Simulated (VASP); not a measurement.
Runs of VASP 6.6.1 on AlBN. The structure is that of space group P4/mmm (No. 123), or close to it. The cells are those of the table. 

```tsv
task	cell	k mesh	cutoff (eV)	gap on the mesh (eV)	pressure (GPa)	relaxed volume (Å³/atom)
single point	a = 2.801, b = 2.801, c = 4.337 Å, 3 atoms	6 × 6 × 4	520	none	8.5	-
single point	a = 4.113, b = 4.113, c = 2.679 Å, 3 atoms	6 × 6 × 4	520	none	-0.3	-
relaxation of cell and atoms	relaxed from a = 4.113, b = 4.113, c = 2.679 Å, 3 atoms	4 × 4 × 6	600	none	-0.1	16.99
relaxation of cell and atoms	relaxed from a = 2.801, b = 2.801, c = 4.337 Å, 3 atoms	6 × 6 × 4	600	none	0.1	(b)
single point	a = 4.369, b = 4.369, c = 2.658 Å, 3 atoms	4 × 4 × 6	520	none	(a)	-
```

Alike in all rows: level PBE; potentials or basis VASP PAW PBE potentials, release 64 (Al, B, N); no spin polarisation; smearing gaussian 0.1 eV.

**Question.** Fill in the values left out.

**Answer.** (a) 0.0; (b) 13.25.

Caveats: all runs use coarse meshes; the volume moved by over 15 % at a fixed basis, so the end points are rough (some runs).

A gap of «none» marks levels without a gap at the run's occupations.
